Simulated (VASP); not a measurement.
Set up this calculation in VASP 6.6.1, as the native input.

| Property | Result |
| --- | --- |
| Task | single point |
| Functional | r2SCAN |
| Potentials or basis | VASP PAW PBE potentials, release 64 (Sn_d) |
| Cutoff | 520 eV |
| k mesh | 12 × 12 × 12 |
| Occupations | gaussian, width 0.3 eV |
| Spin | no spin polarisation |
| Dipole correction | no |
| Further INCAR settings | ALGO = Normal; EDIFF = 1e-06; NBANDS = 13 |

Sn:

```xyz
1
Lattice="-1.8947 1.8947 1.8947 1.8947 -1.8947 1.8947 1.8947 1.8947 -1.8947" Properties=species:S:1:pos:R:3 pbc="T T T"
Sn    0.0000    0.0000    0.0000
```

One way to write it, as run:

POSCAR

```
Sn
1.0
   -1.8946518200      1.8946518200      1.8946518200
    1.8946518200     -1.8946518200      1.8946518200
    1.8946518200      1.8946518200     -1.8946518200
Sn
1
Direct
    0.0000000000      0.0000000000      0.0000000000
```

INCAR.step1

```
  PREC = Accurate
  ENCUT = 520
  ISMEAR = 0
  SIGMA = 0.3
  LREAL = False
  LASPH = True
  NELM = 100
  NBANDS = 13
  GGA = PE
  ALGO = Normal
  EDIFF = 1E-4
  LWAVE = True
  LCHARG = False
```

INCAR.step2

```
  PREC = Accurate
  ENCUT = 520
  EDIFF = 1E-6
  ISMEAR = 0
  SIGMA = 0.3
  LREAL = False
  LASPH = True
  NELM = 100
  ALGO = Normal
  ISIF = 2
  LWAVE = False
  LCHARG = False
  METAGGA = R2SCAN
  LMIXTAU = True
  NBANDS = 13
  ISTART = 1
```

KPOINTS

```
regular mesh
0
Gamma
  12 12 12
```

Potentials or basis: VASP PAW PBE potentials, release 64 (Sn_d).

Launch:

```bash
$ cat potpaw_PBE.64/Sn_d/POTCAR > POTCAR
$ cp INCAR.step1 INCAR
$ mpirun -np 1 vasp_std > vasp.out
$ cp INCAR.step2 INCAR
$ mpirun -np 1 vasp_std > vasp.out
```

Results of the run:

```
Pressure               : -0.6 GPa
Band gap on the k mesh : zero (band 7 reaches 16.45 eV, above the bottom of band 8 at 5.41 eV)
```

Caveat: the PAW data sets were made with another functional, which shifts forces and pressure a little; spin-orbit coupling is left out, which moves the levels of the heavy elements.

Run time: 110 s on 1 thread of AMD EPYC 7R13, with other jobs on the host, peak memory 0.13 GiB.
